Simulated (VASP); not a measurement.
A run of VASP 6.6.1:

INCAR

```
PREC     = Accurate       # precision mode
ENCUT    = 520            # plane-wave cutoff, eV
EDIFF    = 1E-6           # SCF threshold, eV
ISMEAR   = 0              # smearing method
SIGMA    = 0.15           # smearing width, eV
LREAL    = False          # projectors in reciprocal space
LASPH    = True           # aspherical terms in the spheres
NELM     = 60             # most SCF steps
ALGO     = Normal         # electronic algorithm
ISIF     = 2              # what is computed and relaxed
LWAVE    = False          # write WAVECAR
LCHARG   = False          # write CHGCAR
GGA      = CA             # functional
NBANDS   = 10             # bands
```

File KPOINTS:

```
Automatic mesh
0
Gamma
  18 18 18
```

Contents of POSCAR:

```
Na
1.0
   -1.7649978912      1.7649978912      2.4785298014
    1.7649978912     -1.7649978912      2.4785298014
    1.7649978912      1.7649978912     -2.4785298014
Na
1
Direct
    0.0000000000      0.0000000000      0.0000000000
```

Potentials or basis: VASP PAW LDA potentials, release 64 (Na_pv).

The run is started by

```console
$ cat potpaw_LDA.64/Na_pv/POTCAR > POTCAR
$ mpirun -np 1 vasp_std > vasp.out
```

Hardware: 1 thread of Intel(R) Xeon(R) 6975P-C (Granite Rapids), on a shared host.

Task: How long does it take, and how much memory?

Result: It took 51 s on 1 thread of Intel(R) Xeon(R) 6975P-C (Granite Rapids) (shared host), peak memory 0.22 GiB. Counts: scf iterations 9, k points 480.
